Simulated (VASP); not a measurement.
# NaTe2RhF6 (Fm-3m) in VASP: single point with PBE

Aim: the single point of NaTe2RhF6 with PBE.

Program: VASP 6.6.1. These are calculated values, not measurements. Logs are shortened: lines on timing, memory, paths and dates and some standing lists are left out, and cuts for length are marked.

**1. The cell of the first run**

It takes space group Fm-3m (No. 225, cubic). The conventional cell has a = 8.084 Å, b = 8.084 Å, c = 8.084 Å, α = 90.00°, β = 90.00°, γ = 90.00°. Within 2.8 Å of Na (site symmetry m-3m) lie 6 F at 2.15 Å. Within 2.5 Å of Rh (site symmetry m-3m) lie 6 F at 1.89 Å. Te (site symmetry -43m) has 12 F at 2.86 Å and 4 Na at 3.50 Å and 4 Rh at 3.50 Å within 3.8 Å. F (site symmetry 4mm) has 1 Rh at 1.89 Å and 1 Na at 2.15 Å within 2.5 Å.

**2. Single point, PBE**

Contents of INCAR:

```
ALGO = Normal
EDIFF = 1E-6
ENCUT = 520
GGA = PE
ISIF = 2
ISMEAR = -1
LASPH = T
LCHARG = F
LREAL = F
LWAVE = F
NBANDS = 49
NELM = 100
PREC = Accurate
SIGMA = 0.071
```

Contents of KPOINTS:

```
k-points
0
Gamma
  7 7 7
```

Contents of POSCAR:

```
NaTe2RhF6
1.0
    0.0000000000      4.0417750000      4.0417750000
    4.0417750000      0.0000000000      4.0417750000
    4.0417750000      4.0417750000      0.0000000000
Na Rh Te F
1 1 2 6
Direct
    0.5000000000      0.5000000000      0.5000000000
    0.0000000000      0.0000000000      0.0000000000
    0.2500000000      0.2500000000      0.2500000000
    0.7500000000      0.7500000000      0.7500000000
    0.7660000000      0.2340000000      0.2340000000
    0.2340000000      0.7660000000      0.2340000000
    0.2340000000      0.7660000000      0.7660000000
    0.7660000000      0.2340000000      0.7660000000
    0.2340000000      0.2340000000      0.7660000000
    0.7660000000      0.7660000000      0.2340000000
```

Potentials or basis: VASP PAW PBE potentials, release 64 (Na_pv, Rh_pv, Te, F).

Launch:

```sh
cat potpaw_PBE.64/Na_pv/POTCAR potpaw_PBE.64/Rh_pv/POTCAR potpaw_PBE.64/Te/POTCAR potpaw_PBE.64/F/POTCAR > POTCAR
mpirun -np 1 vasp_std > vasp.out
```

OUTCAR:

```text
EDIFF = 1E-6
   ENCUT = 520
   GGA = PE
   ISIF = 2
   ISMEAR = -1
   LASPH = T
   LREAL = F
   NELM = 100
   PREC = Accurate

 ion  position               nearest neighbor table
   1  0.500  0.500  0.500-   5 2.15   6 2.15   7 2.15   8 2.15   9 2.15  10 2.15
   2  0.000  0.000  0.000-   5 1.89   6 1.89   7 1.89   8 1.89   9 1.89  10 1.89   4 3.50   4 3.50
                             4 3.50   3 3.50   3 3.50   3 3.50   4 3.50   3 3.50
   3  0.250  0.250  0.250-   2 3.50   2 3.50   2 3.50   2 3.50
   4  0.750  0.750  0.750-   2 3.50   2 3.50   2 3.50   2 3.50
   5  0.766  0.234  0.234-   2 1.89   1 2.15
   6  0.234  0.766  0.234-   2 1.89   1 2.15
   7  0.234  0.766  0.766-   2 1.89   1 2.15
   8  0.766  0.234  0.766-   2 1.89   1 2.15
   9  0.234  0.234  0.766-   2 1.89   1 2.15
  10  0.766  0.766  0.234-   2 1.89   1 2.15

  LATTYP: Found a face centered cubic cell.
 ALAT       =     8.0835500000

  Lattice vectors:

 A1 = (   0.0000000000,   4.0417750000,   4.0417750000)
 A2 = (   4.0417750000,   0.0000000000,   4.0417750000)
 A3 = (   4.0417750000,   4.0417750000,   0.0000000000)

Analysis of symmetry for initial positions (statically):
=====================================================================
 Subroutine PRICEL returns:
 Original cell was already a primitive cell.

 Routine SETGRP: Setting up the symmetry group for a
 face centered cubic supercell.

 Subroutine GETGRP returns: Found 48 space group operations
 (whereof 48 operations were pure point group operations)
 out of a pool of 48 trial point group operations.

The static configuration has the point symmetry O_h .

Analysis of symmetry for dynamics (positions and initial velocities):
=====================================================================
 Subroutine PRICEL returns:
 Original cell was already a primitive cell.

 Routine SETGRP: Setting up the symmetry group for a
 face centered cubic supercell.

 Subroutine GETGRP returns: Found 48 space group operations
 (whereof 48 operations were pure point group operations)
 out of a pool of 48 trial point group operations.

The dynamic configuration has the point symmetry O_h .

 Subroutine INISYM returns: Found 48 space group operations
 (whereof 48 operations are pure point group operations),
 and found     1 'primitive' translations

[... 105 lines left out ...]
   EDIFF  = 0.1E-05   stopping-criterion for ELM
   LREAL  =      F    real-space projection
   EDIFFG = 0.1E-04   stopping-criterion for IOM
   NSW    =      0    number of steps for IOM
   IBRION =     -1    ionic relax: 0-MD 1-quasi-New 2-CG
   NFREE  =      0    steps in history (QN), initial steepest desc. (CG)
   ISIF   =      2    stress and relaxation
   ISYM   =      2    0-nonsym 1-usesym 2-fastsym
   POTIM  = 0.5000    time-step for ionic-motion
   TEBEG  =    0.0;   TEEND  =   0.0 temperature during run
   PSTRESS=    0.0 pullay stress
   NELECT =      76.0000    total number of electrons
   NUPDOWN=      -1.0000    fix difference up-down
   EMIN   =  10.00;   EMAX   =-10.00  energy-range for DOS
   EFERMI =   0.00;   METHOD = LEGACY
   ISMEAR =    -1;   SIGMA  =   0.07  broadening in eV -4-tet -1-fermi 0-gaus
   EFERMI_NEDOS =   21; number of points for ismear=-14 and -15
   IALGO  =     38    algorithm
   IMIX   =      4    mixing-type and parameters
     AMIX     =   0.40;   BMIX     =  1.00
     AMIX_MAG =   1.60;   BMIX_MAG =  1.00
  volume/ion in A,a.u.               =      13.21        89.11
  Fermi-wavevector in a.u.,A,eV,Ry     =   1.361750  2.573333 25.230123  1.854362
  Thomas-Fermi vector in A             =   2.488299
   LORBIT       =      0    0 simple, 1 ext, 2 COOP (PROOUT), +10 PAW based schemes
   GGA     = PE    functional components
[... 5 lines left out ...]
 non-spin polarized calculation
  energy-cutoff  :      520.00
  volume of cell :      132.05
 maximum number of plane-waves:      3584
 NGX is ok and might be reduce to    48
   NGX = 21   NGY = 21   NGZ = 21

 number of electron      76.0000031 magnetization

 Free energy of the ion-electron system (eV)
  ---------------------------------------------------
  ext. energy  EPLUGINS =         0.00000000
  ---------------------------------------------------
  free energy    TOTEN  =       -35.90372314 eV

  energy without entropy =      -35.76982682  energy(sigma->0) =      -35.83677498

 E-fermi :   5.8791     XC(G=0): -10.7398

 val. band max:        5.8682230158   @ k =  -0.2857   0.1429   0.0000
 cond. band min:       5.8854123482   @ k =  -0.1429   0.1429   0.0000
 fundamental gap:      0.0171893324
 Fermi energy:         5.8791213818

 k-point     1 :       0.0000    0.0000    0.0000
  band No.  band energies     occupation
      1     -41.9046      2.00000
      2     -41.9046      2.00000
      3     -41.9045      2.00000
      4     -18.9942      2.00000
      5     -18.4782      2.00000
      6     -18.4782      2.00000
[... 1029 lines left out ...]
     48      16.0895      0.00000
     49      16.1621      0.00000

------------------------ aborting loop because EDIFF is reached ----------------------------------------

  FORCE on cell =-STRESS in cart. coord.  units (eV):
  Direction    XX          YY          ZZ          XY          YZ          ZX
  --------------------------------------------------------------------------------------
  -------------------------------------------------------------------------------------
  Total       16.8827649     16.8827649     16.8827649      0.0000000      0.0000000      0.0000000
  in kB      204.8366950    204.8366950    204.8366950      0.0000000      0.0000000      0.0000000
  external PRESSURE =     204.8366950 kB  Pullay stress =       0.0000000 kB

 VOLUME and BASIS-vectors are now :
 -----------------------------------------------------------------------------
  energy-cutoff  :      520.00
  volume of cell :      132.05
      direct lattice vectors                 reciprocal lattice vectors
     0.000000000  4.041775000  4.041775000    -0.123708024  0.123708024  0.123708024
     4.041775000  0.000000000  4.041775000     0.123708024 -0.123708024  0.123708024
     4.041775000  4.041775000  0.000000000     0.123708024  0.123708024 -0.123708024

 POSITION                                       TOTAL-FORCE (eV/Angst)
 -----------------------------------------------------------------------------------
      4.04178      4.04178      4.04178        -0.000000     -0.000000      0.000000
      0.00000      0.00000      0.00000        -0.000000     -0.000000      0.000000
      2.02089      2.02089      2.02089        -0.000000     -0.000000     -0.000000
      6.06266      6.06266      6.06266        -0.000000     -0.000000      0.000000
      1.89155      4.04178      4.04178         1.403068     -0.000000      0.000000
      4.04178      1.89155      4.04178        -0.000000      1.403068      0.000000
      6.19200      4.04178      4.04178        -1.403068     -0.000000      0.000000
      4.04178      6.19200      4.04178        -0.000000     -1.403068      0.000000
      4.04178      4.04178      1.89155        -0.000000     -0.000000      1.403068
      4.04178      4.04178      6.19200        -0.000000     -0.000000     -1.403068
 -----------------------------------------------------------------------------------
    total drift:                               -0.000000     -0.000000     -0.000000

  FREE ENERGIE OF THE ION-ELECTRON SYSTEM (eV)
  ---------------------------------------------------
  free  energy   TOTEN  =       -35.9037231393 eV

  energy  without entropy=      -35.7698268181  energy(sigma->0) =      -35.83677498
```

OSZICAR:

```text
N       E                     dE             d eps       ncg     rms          rms(c)
DAV:   1     0.783803188781E+03    0.78380E+03   -0.40884E+04  2032   0.162E+03
DAV:   2     0.312508201365E+02   -0.75255E+03   -0.71912E+03  2155   0.434E+02
DAV:   3    -0.403245044316E+02   -0.71575E+02   -0.69361E+02  2190   0.141E+02
DAV:   4    -0.422145922746E+02   -0.18901E+01   -0.18678E+01  2213   0.242E+01
DAV:   5    -0.422540446048E+02   -0.39452E-01   -0.39426E-01  2267   0.362E+00    0.363E+01
DAV:   6    -0.373205941850E+02    0.49335E+01   -0.45051E+01  2241   0.413E+01    0.256E+01
DAV:   7    -0.359856802745E+02    0.13349E+01   -0.10543E+01  2111   0.242E+01    0.134E+01
DAV:   8    -0.359296981954E+02    0.55982E-01   -0.15614E+00  2378   0.699E+00    0.664E+00
DAV:   9    -0.359057670357E+02    0.23931E-01   -0.17292E-01  2473   0.215E+00    0.161E+00
DAV:  10    -0.359041909811E+02    0.15761E-02   -0.27611E-02  2357   0.990E-01    0.117E+00
DAV:  11    -0.359041069169E+02    0.84064E-04   -0.47498E-03  2295   0.353E-01    0.152E-01
DAV:  12    -0.359037281137E+02    0.37880E-03   -0.19223E-03  2120   0.201E-01    0.194E-01
DAV:  13    -0.359037251204E+02    0.29933E-05   -0.94413E-05  2460   0.592E-02    0.535E-02
DAV:  14    -0.359037236828E+02    0.14375E-05   -0.54411E-06  1908   0.121E-02    0.295E-02
DAV:  15    -0.359037231393E+02    0.54354E-06   -0.24928E-06  1705   0.608E-03
   1 F= -.35903723E+02 E0= -.35836775E+02  d E =-.133896E+00
```

stdout:

```text
POSCAR found type information on POSCAR NaRhTeF
 POSCAR found :  4 types and      10 ions
 scaLAPACK will be used
 LDA part: xc-table for (Slater+PW92), standard interpolation
 POSCAR, INCAR and KPOINTS ok, starting setup
 FFT: planning ... GRIDC
 FFT: planning ... GRID_SOFT
 FFT: planning ... GRID
 WAVECAR not read
 entering main loop
```

Run time: 3.1 min. Hardware: 1 thread of AMD EPYC 7R13 (Zen 3), shared host; peak memory 0.36 GiB.

What came out:

```yaml
Free_energy: -35.9037 eV
Pressure: 20.5 GPa
Largest_force: 1.403 eV/Å
Band_gap_on_the_k_mesh: zero (band 38 reaches 6.45 eV, above the bottom of band 39 at 5.71 eV)
```

Forces on the atoms (eV/Å):
```
Na   0.000  0.000  0.000
Rh   0.000  0.000  0.000
Te   0.000  0.000  0.000
Te   0.000  0.000  0.000
F    1.403  0.000  0.000
F    0.000  1.403  0.000
F   -1.403  0.000  0.000
F    0.000 -1.403  0.000
F    0.000  0.000  1.403
F    0.000  0.000 -1.403
```

Levels at points of the mesh, in eV from the Fermi level:
| k point | band 35 | band 36 | band 37 | band 38 | band 39 | band 40 | band 41 | band 42 |
| --- | --- | --- | --- | --- | --- | --- | --- | --- |
| (0.00, 0.00, 0.00) | -1.80 | 0.57 | 0.57 | 0.57 | 0.91 | 0.91 | 0.91 | 1.99 |

Caveat: spin-orbit coupling is left out, which moves the levels of the heavy elements; forces of over 1 eV/Å act on the atoms, so gaps and moduli don't describe the material at rest.
